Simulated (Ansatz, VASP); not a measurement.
**Sc2Al in VASP and in Ansatz**

File INCAR:

```
ALGO = Fast
EDIFF = 1E-7
ENCUT = 520
GGA = PS
ISIF = 2
ISMEAR = 0
LASPH = T
LCHARG = F
LREAL = F
LWAVE = F
NBANDS = 34
NELM = 80
PREC = Accurate
SIGMA = 0.1
```

File KPOINTS:

```
k-points
0
Gamma
  6 6 4
```

File POSCAR:

```
Sc2Al
1.0
    4.8926114005      0.0000000000      0.0000000000
   -2.4463057002      4.2371257637      0.0000000000
    0.0000000000      0.0000000000      6.1614205700
Sc Al
4 2
Direct
    0.0000000000      0.0000000000      0.0000000000
    0.0000000000      0.0000000000      0.5000000000
    0.3333333333      0.6666666667      0.7500000000
    0.6666666667      0.3333333333      0.2500000000
    0.3333333333      0.6666666667      0.2500000000
    0.6666666667      0.3333333333      0.7500000000
```

Input for Ansatz:

```yaml
crystal:
  lattice:
    - [4.8926114005, 0.0, 0.0]
    - [-2.4463057002, 4.2371257637, 0.0]
    - [0.0, 0.0, 6.16142057]
  atoms:
    - { symbol: Sc, position: [0.0, 0.0, 0.0] }
    - { symbol: Sc, position: [0.0, 0.0, 0.5] }
    - { symbol: Sc, position: [0.3333333333, 0.6666666667, 0.75] }
    - { symbol: Sc, position: [0.6666666667, 0.3333333333, 0.25] }
    - { symbol: Al, position: [0.3333333333, 0.6666666667, 0.25] }
    - { symbol: Al, position: [0.6666666667, 0.3333333333, 0.75] }
basis:
  ecutwfc: 420
kpoints:
  mp_grid: { grid: [6, 6, 4] }
hamiltonian:
  xc: pbesol
scf:
  occupations: { method: gaussian, width: 0.1 }
output:
  forces: true
  stress: true
  eigenvalues: true
```

Alike in both runs: task single point; functional PBEsol; k mesh 6 × 6 × 4; occupations gaussian, width 0.1 eV; no spin polarisation.

```csv
,VASP,Ansatz
version,VASP 6.6.1,Ansatz 0.2.0
potentials or method,"VASP PAW PBE potentials, release 64 (Sc_sv, Al), cutoff 520 eV","scalar-relativistic, plane waves, PAW"
valence electrons in the cell,50,50
```

|  | VASP | Ansatz | Ansatz less VASP |
| --- | --- | --- | --- |
| gap on the k mesh at the Fermi level (eV) | none | none | - |
| pressure (GPa) | -2.0 | -2.1 | -0.08 |
| traceless stress, the component that is largest in VASP (GPa) | -0.23 | -0.21 | +0.019 |

VASP's potentials were made for PBE, not for PBEsol. A gap of «none» marks a metal or a gap that the smearing closes.
